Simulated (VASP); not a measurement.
Runs of VASP 6.6.1 on Mg. The structure is that of space group P6/mmm (No. 191), or close to it. The cells are those of the table. 

```tsv
cell	gap on the mesh (eV)	pressure (GPa)
a = 5.218, b = 5.218, c = 3.165 Å, angles 90.0, 90.0, 120.0°, 3 atoms	none	(a)
a = 5.349, b = 5.349, c = 3.244 Å, angles 90.0, 90.0, 120.0°, 3 atoms	none	(b)
a = 4.936, b = 4.936, c = 2.994 Å, angles 90.0, 90.0, 120.0°, 3 atoms	none	5.1
a = 5.150, b = 5.150, c = 3.124 Å, angles 90.0, 90.0, 120.0°, 3 atoms	none	-0.2
a = 5.009, b = 5.009, c = 3.038 Å, angles 90.0, 90.0, 120.0°, 3 atoms	none	3.0
```

Alike in all rows: task single point; level revPBE; potentials or basis VASP PAW PBE potentials, release 64 (Mg); no spin polarisation; k mesh 8 × 8 × 11; cutoff (eV) 600; smearing fermi-dirac 0.1 eV.

**Question.** Fill in the values left out.

**Answer.** (a) -1.4; (b) -3.1.

Caveats: the PAW data sets were made with another functional, which shifts forces and pressure a little.

A gap of «none» marks levels without a gap at the run's occupations.
